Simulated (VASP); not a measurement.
# Rh (P6_3/mmc) in VASP: a series of runs, part 2 of 2

VASP 6.6.1. The steps go on from the part before.

## Step 4: Single point, PBE, collinear spin (16.64 Å³/atom)

Contents of INCAR:

```
PREC = Accurate
ENCUT = 500
EDIFF = 1E-6
ISMEAR = 0
SIGMA = 0.15
LREAL = False
LASPH = True
NELM = 200
ALGO = Normal
ISIF = 2
LWAVE = False
LCHARG = False
ISPIN = 2
MAGMOM = 0.125 0.125
LORBIT = 11
NUPDOWN = 0.25
LMAXMIX = 4
GGA = PE
NBANDS = 26
GGA_COMPAT = False
```

Contents of KPOINTS:

```
Automatic mesh
0
Gamma
  21 21 12
```

Contents of POSCAR:

```
Rh
1.0
    2.8794130266      0.0000000000      0.0000000000
   -1.4397065133      2.4936448290      0.0000000000
    0.0000000000      0.0000000000      4.6338326521
Rh
2
Direct
    0.6666666667      0.3333333333      0.7500000000
    0.3333333333      0.6666666667      0.2500000000
```

Potentials or basis: VASP PAW PBE potentials, release 64 (Rh_pv).

Launch:

```console
$ cat potpaw_PBE.64/Rh_pv/POTCAR > POTCAR
$ mpirun -np 1 vasp_std > vasp.out
```

OUTCAR:

```text
PREC = Accurate
   ENCUT = 500
   EDIFF = 1E-6
   ISMEAR = 0
   LREAL = False
   LASPH = True
   NELM = 200
   ISIF = 2
   ISPIN = 2
   LORBIT = 11
   NUPDOWN = 0.25
   GGA = PE

 ion  position               nearest neighbor table
   1  0.667  0.333  0.750-   2 2.85   2 2.85   2 2.85   2 2.85   2 2.85   2 2.85
   2  0.333  0.667  0.250-   1 2.85   1 2.85   1 2.85   1 2.85   1 2.85   1 2.85

  LATTYP: Found a hexagonal cell.
 ALAT       =     2.8794130266
 C/A-ratio  =     1.6092976622

  Lattice vectors:

 A1 = (   2.8794130266,   0.0000000000,   0.0000000000)
 A2 = (  -1.4397065133,   2.4936448290,   0.0000000000)
 A3 = (   0.0000000000,   0.0000000000,   4.6338326521)

Analysis of symmetry for initial positions (statically):
=====================================================================
 Subroutine PRICEL returns:
 Original cell was already a primitive cell.

 Routine SETGRP: Setting up the symmetry group for a
 hexagonal supercell.

 Subroutine GETGRP returns: Found 24 space group operations
 (whereof 12 operations were pure point group operations)
 out of a pool of 24 trial point group operations.

The static configuration has the point symmetry D_3d.
 The point group associated with its full space group is D_6h.

Analysis of symmetry for dynamics (positions and initial velocities):
=====================================================================
 Subroutine PRICEL returns:
 Original cell was already a primitive cell.

 Routine SETGRP: Setting up the symmetry group for a
 hexagonal supercell.

 Subroutine GETGRP returns: Found 24 space group operations
 (whereof 12 operations were pure point group operations)
 out of a pool of 24 trial point group operations.

The dynamic configuration has the point symmetry D_3d.
 The point group associated with its full space group is D_6h.

Analysis of structural, dynamic, and magnetic symmetry:
=====================================================================
 Subroutine PRICEL returns:
 Original cell was already a primitive cell.

 Routine SETGRP: Setting up the symmetry group for a
 hexagonal supercell.

 Subroutine GETGRP returns: Found 24 space group operations
 (whereof 12 operations were pure point group operations)
 out of a pool of 24 trial point group operations.

The overall configuration has the point symmetry D_3d.
 The point group associated with its full space group is D_6h.

 Subroutine INISYM returns: Found 24 space group operations
 (whereof 12 operations are pure point group operations),
 and found     1 'primitive' translations

----------------------------------------------------------------------------------------

                                     Primitive cell

  volume of cell :      33.2720

  direct lattice vectors                    reciprocal lattice vectors
     2.879413027  0.000000000  0.000000000     0.347293004  0.200509709  0.000000000
    -1.439706513  2.493644829  0.000000000     0.000000000  0.401019419  0.000000000
     0.000000000  0.000000000  4.633832652     0.000000000  0.000000000  0.215804082

  length of vectors
     2.879413027  2.879413027  4.633832652     0.401019419  0.401019419  0.215804082

  position of ions in fractional coordinates (direct lattice)
     0.666666667  0.333333333  0.750000000
     0.333333333  0.666666667  0.250000000
[... 65 lines left out ...]
   NGX,Y,Z   is equivalent  to a cutoff of  13.86, 13.86, 12.92 a.u.
   NGXF,Y,Z  is equivalent  to a cutoff of  27.71, 27.71, 25.83 a.u.
 SYSTEM =  unknown system
   PREC   = accura    normal or accurate (medium, high low for compatibility)
   ISTART =      0    job   : 0-new  1-cont  2-samecut
   ICHARG =      2    charge: 1-file 2-atom 10-const
   ISPIN  =      2    spin polarized calculation?
   LNONCOLLINEAR =      F non collinear calculations
   LSORBIT =      F    spin-orbit coupling
   LASPH  =      T    aspherical Exc in radial PAW
   ENCUT  =  500.0 eV  36.75 Ry    6.06 a.u.   5.25  5.25  8.45*2*pi/ulx,y,z
   NELM   =    200;   NELMIN=  2; NELMDL= -5     # of ELM steps
   EDIFF  = 0.1E-05   stopping-criterion for ELM
   LREAL  =      F    real-space projection
   EDIFFG = 0.1E-04   stopping-criterion for IOM
   NSW    =      0    number of steps for IOM
   IBRION =     -1    ionic relax: 0-MD 1-quasi-New 2-CG
   NFREE  =      0    steps in history (QN), initial steepest desc. (CG)
   ISIF   =      2    stress and relaxation
   ISYM   =      2    0-nonsym 1-usesym 2-fastsym
   POTIM  = 0.5000    time-step for ionic-motion
   TEBEG  =    0.0;   TEEND  =   0.0 temperature during run
   PSTRESS=    0.0 pullay stress
   NELECT =      30.0000    total number of electrons
   NUPDOWN=       0.2500    fix difference up-down
   EMIN   =  10.00;   EMAX   =-10.00  energy-range for DOS
   EFERMI =   0.00;   METHOD = LEGACY
   ISMEAR =     0;   SIGMA  =   0.15  broadening in eV -4-tet -1-fermi 0-gaus
   EFERMI_NEDOS =   21; number of points for ismear=-14 and -15
   IALGO  =     38    algorithm
   IMIX   =      4    mixing-type and parameters
     AMIX     =   0.40;   BMIX     =  1.00
     AMIX_MAG =   1.60;   BMIX_MAG =  1.00
  volume/ion in A,a.u.               =      16.64       112.27
  Fermi-wavevector in a.u.,A,eV,Ry     =   1.581572  2.988738 34.033202  2.501370
  Thomas-Fermi vector in A             =   2.681627
   LORBIT       =     11    0 simple, 1 ext, 2 COOP (PROOUT), +10 PAW based schemes
   GGA     = PE    functional components
   LHFCALC =     F    Hartree Fock is set to
   AEXX    =    0.0000 exact exchange contribution
   IVDW    =     0    specifies the selected vdW correction
   LEPSILON=     F    determine dielectric tensor
   LRPA    =     F    only Hartree local field effects (RPA)
 spin polarized calculation
 Gauss-broadening in eV      SIGMA  =   0.15
  energy-cutoff  :      500.00
  volume of cell :       33.27
 maximum number of plane-waves:       860
 NGX is ok and might be reduce to    24
   NGX = 11   NGY = 11   NGZ = 17

 number of electron      30.0000015 magnetization       0.2500000

 Free energy of the ion-electron system (eV)
  ---------------------------------------------------
  ext. energy  EPLUGINS =         0.00000000
  ---------------------------------------------------
  free energy    TOTEN  =       -13.95367607 eV

  energy without entropy =      -13.90170518  energy(sigma->0) =      -13.92769062

 E-fermi :   8.7924     XC(G=0): -12.8341

 val. band max:        8.8016016502   @ k =   0.3810   0.0952   0.3333
 cond. band min:       8.7941714237   @ k =   0.0952   0.0476   0.5000
 fundamental gap:     -0.0074302265
 Fermi energy:         8.8034995077

 spin component 1

 k-point     1 :       0.0000    0.0000    0.0000
  band No.  band energies     occupation
      1     -37.7553      1.00000
      2     -37.4084      1.00000
      3     -37.4084      1.00000
      4     -37.3701      1.00000
      5     -37.3502      1.00000
      6     -37.3502      1.00000
[... 685 lines left out ...]
     25      28.9544      0.00000
     26      29.8198      0.00000

 [... further k-points ...]

 spin component 2

 k-point     1 :       0.0000    0.0000    0.0000
  band No.  band energies     occupation
      1     -37.6485      1.00000
      2     -37.3055      1.00000
      3     -37.3055      1.00000
      4     -37.2618      1.00000
      5     -37.2472      1.00000
      6     -37.2472      1.00000
[... 685 lines left out ...]
     25      28.9703      0.00000
     26      30.1908      0.00000

 [... further k-points ...]
[... 5 lines left out ...]
  --------------------------------------------------------------------------------------
  -------------------------------------------------------------------------------------
  Total       -5.6200304     -5.6200304     -5.7636869      0.0000000      0.0000000      0.0000000
  in kB     -270.6265137   -270.6265137   -277.5441345      0.0000000      0.0000000      0.0000000
  external PRESSURE =    -272.9323873 kB  Pullay stress =       0.0000000 kB

 VOLUME and BASIS-vectors are now :
 -----------------------------------------------------------------------------
  energy-cutoff  :      500.00
  volume of cell :       33.27
      direct lattice vectors                 reciprocal lattice vectors
     2.879413027  0.000000000  0.000000000     0.347293004  0.200509709  0.000000000
    -1.439706513  2.493644829  0.000000000     0.000000000  0.401019419  0.000000000
     0.000000000  0.000000000  4.633832652     0.000000000  0.000000000  0.215804082

 POSITION                                       TOTAL-FORCE (eV/Angst)
 -----------------------------------------------------------------------------------
      1.43971      0.83121      3.47537         0.000000      0.000000      0.000000
     -0.00000      1.66243      1.15846        -0.000000     -0.000000      0.000000
 -----------------------------------------------------------------------------------
    total drift:                                0.000000     -0.000000      0.000000

  FREE ENERGIE OF THE ION-ELECTRON SYSTEM (eV)
  ---------------------------------------------------
  free  energy   TOTEN  =       -13.9536760709 eV

  energy  without entropy=      -13.9017051785  energy(sigma->0) =      -13.92769062

 total charge

# of ion       s       p       d       tot
------------------------------------------
    1        0.338   6.195   6.980  13.513
    2        0.338   6.195   6.980  13.513
--------------------------------------------------
tot          0.676  12.390  13.961  27.027

 magnetization (x)

# of ion       s       p       d       tot
------------------------------------------
    1       -0.000  -0.001   0.129   0.127
    2       -0.000  -0.001   0.129   0.127
--------------------------------------------------
tot         -0.001  -0.002   0.257   0.254
```

stdout:

```text
POSCAR found type information on POSCAR Rh
 POSCAR found :  1 types and       2 ions
 scaLAPACK will be used
 LDA part: xc-table for (Slater+PW92), standard interpolation
 POSCAR, INCAR and KPOINTS ok, starting setup
 FFT: planning ... GRIDC
 FFT: planning ... GRID_SOFT
 FFT: planning ... GRID
 WAVECAR not read
 entering main loop
```

Run time: 7.8 min. Hardware: 1 thread of Oxide Virtual Turin-like, shared host; peak memory 0.41 GiB.

What came out:

```
Free energy                                           : -13.9537 eV
Pressure                                              : -27.3 GPa
Net moment                                            : 0.25 μB per cell
Site moments                                          : Rh +0.13 μB
Valence electrons inside the program's atomic spheres : Rh 13.51
```

Stress tensor (GPa, compression positive):
```
-27.06   0.00   0.00
  0.00 -27.06   0.00
  0.00   0.00 -27.75
```

Caveat: the cell stands under tension; the total moment is fixed, so each spin has its own Fermi level and the state may be an excited one.

## Step 5: Summary

| spin | fixed moment (μB) | pressure (GPa) | moment (μB) |
| --- | --- | --- | --- |
| off | - | -27.1 | - |
| collinear, ferromagnetic start | 1.5 | -24.9 | 1.50 |
| collinear | 0.25 | -27.3 | 0.25 |

Alike in all rows: task single point; level PBE; potentials or basis VASP PAW PBE potentials, release 64 (Rh_pv); cell as given; k mesh 21 × 21 × 12; cutoff (eV) 500; smearing gaussian 0.15 eV.

Caveats: the cell stands under tension; the total moment is fixed, so each spin has its own Fermi level and the state may be an excited one (at least some runs).

Total energies depend on the potentials used, so only differences within one code and one set of settings carry meaning.
